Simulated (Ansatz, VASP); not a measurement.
**BaTiO3 in VASP and in Ansatz**

The input POSCAR:

```
BaTiO3
1.0
    3.9998000000      0.0000000000      0.0000000000
    0.0000000000      3.9998000000      0.0000000000
    0.0000000000      0.0000000000      4.0180000000
Ba Ti O
1 1 3
Direct
    0.0000000000      0.0000000000      0.0000000000
    0.5000000000      0.5000000000      0.4900000000
    0.5000000000      0.5000000000      0.0190000000
    0.5000000000      0.0000000000      0.5170000000
    0.0000000000      0.5000000000      0.5170000000
```

Contents of INCAR.step1:

```
PREC = Accurate ; ENCUT = 600
ISMEAR = 0 ; SIGMA = 0.02
LREAL = F ; LASPH = T
NELM = 80 ; GGA = PE
ALGO = Normal ; EDIFF = 1E-4
LWAVE = T ; LCHARG = F
```

Contents of INCAR.step2:

```
PREC = Accurate ; ENCUT = 600
EDIFF = 1E-7 ; ISMEAR = 0
SIGMA = 0.02 ; LREAL = F
LASPH = T ; NELM = 80
ALGO = Normal ; ISIF = 3
LWAVE = F ; LCHARG = F
METAGGA = R2SCAN ; LMIXTAU = T
IBRION = 2 ; NSW = 100
EDIFFG = -0.01 ; ISTART = 1
```

Contents of KPOINTS:

```
Automatic mesh
0
Gamma
  8 8 8
```

Input for Ansatz:

```yaml
crystal:
  lattice:
    - [3.9998, 0.0, 0.0]
    - [0.0, 3.9998, 0.0]
    - [0.0, 0.0, 4.018]
  atoms:
    - { symbol: Ba, position: [0.0, 0.0, 0.0] }
    - { symbol: Ti, position: [0.5, 0.5, 0.49] }
    - { symbol: O, position: [0.5, 0.5, 0.019] }
    - { symbol: O, position: [0.5, 0.0, 0.517] }
    - { symbol: O, position: [0.0, 0.5, 0.517] }
basis:
  ecutwfc: 500
kpoints:
  mp_grid: { grid: [8, 8, 8] }
hamiltonian:
  xc: r2scan
scf:
  occupations: { method: gaussian, width: 0.02 }
output:
  forces: true
  stress: true
  eigenvalues: true
  write_density: true
  write_potential: true
  elf: true
  volumetric_format: npy
relax:
  adjacent_minimum: "off"
  f_tol: 0.005
  max_steps: 80
  cell: { stress_tol: 0.05 }
```

Alike in both runs: task relaxation of cell and atoms; functional r2SCAN; k mesh 8 × 8 × 8; occupations gaussian, width 0.02 eV; no spin polarisation.

|  | VASP | Ansatz |
| --- | --- | --- |
| version | VASP 6.6.1 | Ansatz 0.2.0 |
| potentials or method | VASP PAW PBE potentials, release 64 (Ba_sv, Ti_sv, O), cutoff 600 eV | scalar-relativistic, plane waves, PAW |
| valence electrons in the cell | 40 | 40 |

Ansatz gave:

| Property | Result |
| --- | --- |
| gap on the k mesh at the Fermi level, each at its own relaxed structure (eV) | 2.23 |
| relaxed volume (Å³/atom) | 12.98 |
| relaxed length of the cell vector where the two differ most in proportion (Å) | 3.972 |

Question: Which values does VASP return?

Answer: gap on the k mesh at the Fermi level, each at its own relaxed structure (eV): 2.18; relaxed volume (Å³/atom): 13.08; relaxed length of the cell vector where the two differ most in proportion (Å): 3.987.

VASP's potentials were made for PBE, not for r2SCAN.

Spin-orbit coupling is off throughout.
